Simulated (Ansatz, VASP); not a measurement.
## One calculation of AgI, two programs

POSCAR

```
AgI
1.0
    3.2249868996      3.2249868996      0.0000000000
   -3.2249868996      3.2249868996      0.0000000000
    0.0000000000      3.2249868996      3.2249868996
Ag I
1 1
Direct
    0.0000000000      0.0000000000      0.0000000000
    0.7500000000      0.2500000000      0.5000000000
```

The input INCAR.step1:

```
SYSTEM = AgI
  ALGO = Normal
  EDIFF = 1E-5
  ENCUT = 550
  GGA = PE
  GGA_COMPAT = .False.
  ISMEAR = 0
  LASPH = .True.
  LCHARG = .False.
  LREAL = .False.
  LWAVE = .True.
  NBANDS = 16
  NELM = 120
  PREC = Accurate
  SIGMA = 0.01
```

INCAR.step2

```
SYSTEM = AgI
  ALGO = Normal
  EDIFF = 1E-6
  ENCUT = 550
  GGA_COMPAT = .False.
  ISIF = 2
  ISMEAR = 0
  ISTART = 1
  LASPH = .True.
  LCHARG = .True.
  LELF = .True.
  LMIXTAU = .True.
  LREAL = .False.
  LVHAR = .True.
  LWAVE = .False.
  METAGGA = R2SCAN
  NBANDS = 16
  NELM = 120
  PREC = Accurate
  SIGMA = 0.01
```

The input KPOINTS:

```
k-points
0
Gamma
  6 6 6
  0 0 0
```

Input for Ansatz:

```yaml
crystal:
  lattice:
    - [3.22498689964, 3.22498689964, 0.0]
    - [-3.22498689964, 3.22498689964, 0.0]
    - [0.0, 3.22498689964, 3.22498689964]
  atoms:
    - { symbol: Ag, position: [0.0, 0.0, 0.0] }
    - { symbol: I, position: [0.75, 0.25, 0.5] }
kpoints:
  mp_grid: { grid: [6, 6, 6] }
scf:
  occupations: { method: fixed }
  convergence: { dr2_threshold: 1.0e-10 }
hamiltonian:
  xc: r2scan
  pseudopotentials: { kind: paw }
output:
  forces: true
  stress: true
  eigenstates:
    kpoints:
      - [0.0, 0.0, 0.0]
      - [-0.5, -0.5, -0.5]
      - [-0.5, 0.5, 0.0]
      - [0.0, 0.0, -0.5]
      - [0.0, -0.5, -0.5]
      - [0.0, 0.5, 0.0]
      - [-0.5, 0.0, 0.0]
      - [-0.5, 0.0, -0.5]
  eigenvalues: true
```

Alike in both runs: task single point; functional r2SCAN; k mesh 6 × 6 × 6; no spin polarisation.

```csv
,VASP,Ansatz
version,VASP 6.6.1,Ansatz 0.2.0
potentials or method,"VASP PAW PBE potentials, release 64 (Ag, I)","PAW with Ansatz's default frozen-core files, scalar-relativistic"
plane-wave cutoff (eV),550,500
occupations,"gaussian, width 0.01 eV",fixed
valence electrons in the cell,18,36
```

Ansatz gave:

```
gap on the k mesh at the Fermi level (eV) : 1.82
pressure (GPa)                            : 2.0
```

Problem. Estimate VASP's values.

Solution. gap on the k mesh at the Fermi level (eV): 1.79; pressure (GPa): 1.9.

VASP's potentials were made for PBE, not for r2SCAN. VASP's potentials hold 18 valence electrons a cell and Ansatz's 36, so a difference there can come from the potentials and not from the codes.

Spin-orbit coupling is off throughout.
